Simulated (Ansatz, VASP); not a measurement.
# One calculation of AlN, two programs

```
CELL_PARAMETERS angstrom
3.31909 0.00000 0.00000
-1.65955 2.87442 0.00000
0.00000 0.00000 4.09609
ATOMIC_POSITIONS crystal
Al 0.33333 0.66667 0.75000
Al 0.66667 0.33333 0.25000
N 0.33333 0.66667 0.25000
N 0.66667 0.33333 0.75000
```

Alike in both runs: task single point; functional PBEsol; k mesh 9 × 9 × 6; occupations gaussian, width 0.05 eV; no spin polarisation.

|  | VASP | Ansatz |
| --- | --- | --- |
| version | VASP 6.6.1 | Ansatz 0.2.0 |
| potentials or method | VASP PAW PBE potentials, release 64 (Al, N), cutoff 520 eV | scalar-relativistic, plane waves, PAW |
| valence electrons in the cell | 16 | 16 |

|  | VASP | Ansatz | Ansatz less VASP |
| --- | --- | --- | --- |
| gap on the k mesh at the Fermi level (eV) | 3.38 | 3.37 | -0.013 |
| least direct gap on the mesh (eV) | 3.38 | 3.37 | -0.013 |
| pressure (GPa) | -0.3 | -0.3 | -0.01 |
| traceless stress, the component that is largest in VASP (GPa) | 2.25 | 2.23 | -0.022 |

VASP's potentials were made for PBE, not for PBEsol, and Ansatz warns of the same on its side.
